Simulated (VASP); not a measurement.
# HfN in VASP: further runs, part 2 of 2

VASP 6.6.1.

## 3. Electric field gradients, LDA (equal xy, yz and zx shear strains of +1 %)

INCAR

```
SYSTEM = HfN
PREC = Accurate
ENCUT = 520
EDIFF = 1E-8
ISMEAR = -1
SIGMA = 0.03
LREAL = .FALSE.
LASPH = .TRUE.
NELM = 60
ALGO = Normal
ISIF = 2
LWAVE = .FALSE.
LCHARG = .FALSE.
LEFG = .TRUE.
NBANDS = 14
```

KPOINTS

```
regular mesh
0
G
  10 10 10
  0 0 0
```

POSCAR

```
HfN
1.0
    0.0225900000      2.2702950000      2.2702950000
    2.2702950000      0.0225900000      2.2702950000
    2.2702950000      2.2702950000      0.0225900000
Hf N
1 1
Direct
    0.0000000000      0.0000000000      0.0000000000
    0.5000000000      0.5000000000      0.5000000000
```

Potentials or basis: VASP PAW LDA potentials, release 64 (Hf_pv, N).

Command:

```
cat potpaw_LDA.64/Hf_pv/POTCAR potpaw_LDA.64/N/POTCAR > POTCAR
mpirun -np 1 vasp_std > vasp.out
```

OUTCAR:

```text
SYSTEM = HfN
   PREC = Accurate
   ENCUT = 520
   EDIFF = 1E-8
   ISMEAR = -1
   LREAL = .FALSE.
   LASPH = .TRUE.
   NELM = 60
   ISIF = 2

 ion  position               nearest neighbor table
   1  0.000  0.000  0.000-   2 2.26   2 2.26   2 2.26   2 2.26   2 2.26   2 2.26
   2  0.500  0.500  0.500-   1 2.26   1 2.26   1 2.26   1 2.26   1 2.26   1 2.26

  LATTYP: Found a trigonal (rhomboedric) cell.
 ALAT       =     3.2107614490
 COS(alpha) =     0.5099250056

  Lattice vectors:

 A1 = (   0.0225900000,   2.2702950000,   2.2702950000)
 A2 = (   2.2702950000,   0.0225900000,   2.2702950000)
 A3 = (   2.2702950000,   2.2702950000,   0.0225900000)

Analysis of symmetry for initial positions (statically):
=====================================================================
 Subroutine PRICEL returns:
 Original cell was already a primitive cell.

 Routine SETGRP: Setting up the symmetry group for a
 trigonal (rhombohedral) supercell.

[... 595 lines left out ...]
  volume of cell :       23.05
      direct lattice vectors                 reciprocal lattice vectors
     0.022590000  2.270295000  2.270295000    -0.223550354  0.221347887  0.221347887
     2.270295000  0.022590000  2.270295000     0.221347887 -0.223550354  0.221347887
     2.270295000  2.270295000  0.022590000     0.221347887  0.221347887 -0.223550354

 POSITION                                       TOTAL-FORCE (eV/Angst)
 -----------------------------------------------------------------------------------
      0.00000      0.00000      0.00000        -0.000000      0.000000     -0.000000
      2.28159      2.28159      2.28159         0.000000     -0.000000      0.000000
 -----------------------------------------------------------------------------------
    total drift:                                0.000000     -0.000000     -0.000000

  FREE ENERGIE OF THE ION-ELECTRON SYSTEM (eV)
  ---------------------------------------------------
  free  energy   TOTEN  =       -23.8336344332 eV

  energy  without entropy=      -23.8311125577  energy(sigma->0) =      -23.83237350

 Electric field gradients (V/A^2)
---------------------------------------------------------------------
 ion       V_xx      V_yy      V_zz      V_xy      V_xz      V_yz
---------------------------------------------------------------------
   1       0.000     0.000    -0.000    -3.719    -3.719    -3.719
   2       0.000     0.000     0.000     0.524     0.524     0.524
---------------------------------------------------------------------

 Electric field gradients after diagonalization (V/A^2)
 (convention: |V_zz| > |V_xx| > |V_yy|)
----------------------------------------------------------------------
 ion       V_xx      V_yy      V_zz     asymmetry (V_yy - V_xx)/ V_zz
----------------------------------------------------------------------
   1       3.719     3.719    -7.438       0.000
   2      -0.524    -0.524     1.048       0.000
----------------------------------------------------------------------

           NMR quadrupolar parameters

 Cq : quadrupolar parameter    Cq=e*Q*V_zz/h
 eta: asymmetry parameters     (V_yy - V_xx)/ V_zz
 Q  : nuclear electric quadrupole moment in mb (millibarn)
----------------------------------------------------------------------
 ion       Cq(MHz)       eta       Q (mb)
----------------------------------------------------------------------
   1      -0.018       0.000       1.000
   2       0.003       0.000       1.000
----------------------------------------------------------------------
```

It took 17 s on 1 thread of Intel Xeon 6975P-C (Granite Rapids), shared host; peak memory 0.15 GiB.

What came out:

```
Free energy : -23.8336 eV
Pressure    : -10.6 GPa
```

Stress tensor (GPa, compression positive):
```
-10.58  -1.07  -1.07
 -1.07 -10.58  -1.07
 -1.07  -1.07 -10.58
```

Electric field gradients, principal values (V/Å²):
| atom | least | middle | greatest (by size) |
| --- | --- | --- | --- |
| 1 Hf | 3.719 | 3.719 | -7.438 |
| 2 N | -0.524 | -0.524 | 1.048 |

Caveat: the cell differs from its parent crystal (equal xy, yz and zx shear strains of +1 %); without QUAD_EFG the Cq values of the log hold for a quadrupole moment of 1 mb, not for the nuclei; spin-orbit coupling is left out, which moves the levels of the heavy elements.

## 4. Electric field gradients, LDA (volume scaled by 0.94)

INCAR

```
SYSTEM = HfN
ALGO = Normal ; EDIFF = 1E-8
ENCUT = 520 ; ISIF = 2
ISMEAR = -1 ; LASPH = .True.
LCHARG = .False. ; LEFG = .True.
LREAL = .False. ; LWAVE = .False.
NBANDS = 14 ; NELM = 60
PREC = Accurate ; SIGMA = 0.03
```

KPOINTS

```
k-points
0
Gamma
  10 10 10
  0 0 0
```

POSCAR

```
HfN
1.0
    0.0000000000      2.2128850196      2.2128850196
    2.2128850196      0.0000000000      2.2128850196
    2.2128850196      2.2128850196      0.0000000000
Hf N
1 1
Direct
    0.0000000000      0.0000000000      0.0000000000
    0.5000000000      0.5000000000      0.5000000000
```

Potentials or basis: VASP PAW LDA potentials, release 64 (Hf_pv, N).

Command:

```
cat potpaw_LDA.64/Hf_pv/POTCAR potpaw_LDA.64/N/POTCAR > POTCAR
mpirun -np 1 vasp_std > vasp.out
```

OUTCAR:

```text
SYSTEM = HfN
   EDIFF = 1E-8
   ENCUT = 520
   ISIF = 2
   ISMEAR = -1
   LASPH = .True.
   LREAL = .False.
   NELM = 60
   PREC = Accurate

 ion  position               nearest neighbor table
   1  0.000  0.000  0.000-   2 2.21   2 2.21   2 2.21   2 2.21   2 2.21   2 2.21
   2  0.500  0.500  0.500-   1 2.21   1 2.21   1 2.21   1 2.21   1 2.21   1 2.21

  LATTYP: Found a face centered cubic cell.
 ALAT       =     4.4257700392

  Lattice vectors:

 A1 = (   0.0000000000,   2.2128850196,   2.2128850196)
 A2 = (   2.2128850196,   0.0000000000,   2.2128850196)
 A3 = (   2.2128850196,   2.2128850196,   0.0000000000)

Analysis of symmetry for initial positions (statically):
=====================================================================
 Subroutine PRICEL returns:
 Original cell was already a primitive cell.

 Routine SETGRP: Setting up the symmetry group for a
 face centered cubic supercell.

 Subroutine GETGRP returns: Found 48 space group operations
[... 9 lines left out ...]

[... 585 lines left out ...]
      direct lattice vectors                 reciprocal lattice vectors
     0.000000000  2.212885020  2.212885020    -0.225949381  0.225949381  0.225949381
     2.212885020  0.000000000  2.212885020     0.225949381 -0.225949381  0.225949381
     2.212885020  2.212885020  0.000000000     0.225949381  0.225949381 -0.225949381

 POSITION                                       TOTAL-FORCE (eV/Angst)
 -----------------------------------------------------------------------------------
      0.00000      0.00000      0.00000         0.000000     -0.000000     -0.000000
      2.21289      2.21289      2.21289        -0.000000      0.000000      0.000000
 -----------------------------------------------------------------------------------
    total drift:                                0.000000     -0.000000     -0.000000

  FREE ENERGIE OF THE ION-ELECTRON SYSTEM (eV)
  ---------------------------------------------------
  free  energy   TOTEN  =       -23.8505051950 eV

  energy  without entropy=      -23.8478584910  energy(sigma->0) =      -23.84918184

 Electric field gradients (V/A^2)
---------------------------------------------------------------------
 ion       V_xx      V_yy      V_zz      V_xy      V_xz      V_yz
---------------------------------------------------------------------
   1       0.000    -0.000     0.000    -0.000    -0.000    -0.000
   2      -0.000     0.000     0.000    -0.001    -0.001    -0.001
---------------------------------------------------------------------

 Electric field gradients after diagonalization (V/A^2)
 (convention: |V_zz| > |V_xx| > |V_yy|)
----------------------------------------------------------------------
 ion       V_xx      V_yy      V_zz     asymmetry (V_yy - V_xx)/ V_zz
----------------------------------------------------------------------
   1       0.000     0.000    -0.000       0.000
   2       0.001     0.001    -0.001       0.000
----------------------------------------------------------------------

           NMR quadrupolar parameters

 Cq : quadrupolar parameter    Cq=e*Q*V_zz/h
 eta: asymmetry parameters     (V_yy - V_xx)/ V_zz
 Q  : nuclear electric quadrupole moment in mb (millibarn)
----------------------------------------------------------------------
 ion       Cq(MHz)       eta       Q (mb)
----------------------------------------------------------------------
   1      -0.000       0.000       1.000
   2      -0.000       0.000       1.000
----------------------------------------------------------------------
```

Wall time 21 s (1 thread of Intel Xeon 8259CL, shared host); peak memory 0.14 GiB.

What came out:

```yaml
Free_energy: -23.8505 eV
Pressure: 8.0 GPa
```

Levels at points of the mesh, in eV from the Fermi level:
```
           k point  band 5  band 6  band 7  band 8  band 9  band 10  band 11  band 12
(0.00, 0.00, 0.00)   -3.06   -3.06   -3.06   -0.46   -0.46    -0.46     2.04     2.04
(0.50, 0.00, 0.00)   -9.23   -6.51   -6.51    3.54    3.96     3.96     4.86     9.55
(0.50, 0.50, 0.00)   -5.29   -4.14   -3.66   -3.66    4.36     5.96     5.96     6.41
```

Caveat: without QUAD_EFG the Cq values of the log hold for a quadrupole moment of 1 mb, not for the nuclei; spin-orbit coupling is left out, which moves the levels of the heavy elements.

## 5. Summary

```tsv
cell	gap on the mesh (eV)	pressure (GPa)
a = 3.243 Å, angles 58.0°, 2 atoms	none	-10.4
a = 3.211 Å, angles 59.3°, 2 atoms	none	-10.6
a = 3.129 Å, angles 60.0°, 2 atoms	none	8.0
```

Alike in all rows: task electric field gradients; level LDA; potentials or basis VASP PAW LDA potentials, release 64 (Hf_pv, N); no spin polarisation; k mesh 10 × 10 × 10; cutoff (eV) 520; smearing fermi-dirac 0.03 eV.

Caveats: spin-orbit coupling is left out, which moves the levels of the heavy elements.

Absolute energies hang on the potentials; compare differences alone.
